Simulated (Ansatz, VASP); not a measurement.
**One calculation of BaTe, two programs**

```xyz
2
Lattice="0.0000 3.6384 3.5033 3.6384 0.0000 3.5033 3.6384 3.6384 0.0000" Properties=species:S:1:pos:R:3 pbc="T T T"
Ba    0.0000    0.0000    0.0000
Te    3.6384    3.6384    3.5033
```

Change from the starting cell: epitaxial_xy strain +3.0%.

Alike in both runs: task single point; functional r2SCAN; k mesh 6 × 6 × 6; no spin polarisation.

|  | VASP | Ansatz |
| --- | --- | --- |
| version | VASP 6.6.1 | Ansatz 0.2.0 |
| potentials or method | VASP PAW PBE potentials, release 64 (Ba_sv, Te) | plane waves, PAW |
| plane-wave cutoff (eV) | 520 | 500 |
| occupations | gaussian, width 0.01 eV | fixed |
| valence electrons in the cell | 16 | 26 |

```csv
,VASP,Ansatz,Ansatz less VASP
gap on the k mesh at the Fermi level (eV),1.97,2.03,+0.068
pressure (GPa),-1.0,-1.3,-0.26
"traceless stress, the component that is largest in VASP (GPa)",1.40,1.32,-0.083
```

VASP's potentials were made for PBE, not for r2SCAN. VASP's potentials hold 16 valence electrons a cell and Ansatz's 26, so a difference there can come from the potentials and not from the codes.

Neither program's run includes spin-orbit coupling.
